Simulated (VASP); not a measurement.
Input of a VASP 6.6.1 run:

File INCAR:

```
  PREC = Accurate
  ENCUT = 520
  EDIFF = 1E-6
  ISMEAR = 0
  SIGMA = 0.028999999999999998
  LREAL = False
  LASPH = True
  NELM = 100
  ALGO = Normal
  ISIF = 2
  LWAVE = False
  LCHARG = False
  GGA = PE
  NBANDS = 16
```

Contents of KPOINTS:

```
Automatic mesh
0
Gamma
  10 10 6
```

Contents of POSCAR:

```
WC
1.0
    1.6403461100     -2.1180379000      0.0000000000
    1.6403461100      2.1180379000      0.0000000000
    0.0000000000      0.0000000000      4.3094211000
W C
1 1
Direct
    0.5000000000      0.5000000000      0.5000000000
    0.0000000000      0.0000000000      0.0000000000
```

Potentials or basis: VASP PAW PBE potentials, release 64 (W_sv, C).

The run is started by

```bash
$ cat potpaw_PBE.64/W_sv/POTCAR potpaw_PBE.64/C/POTCAR > POTCAR
$ mpirun -np 1 vasp_std > vasp.out
```

Problem. Estimate the pressure.

Solution. -31.9 GPa.

Problem. What does it give for the band gap on the k mesh?

Solution. Zero (bands 9 and 10 overlap by 4.08 eV).

Stress tensor (GPa, compression positive):
```
-35.01   0.00   0.00
  0.00  -2.00   0.00
  0.00   0.00 -58.81
```

Caveat: the stress differs along the axes, from -59 to -2 GPa; spin-orbit coupling is left out, which moves the levels of the heavy elements.
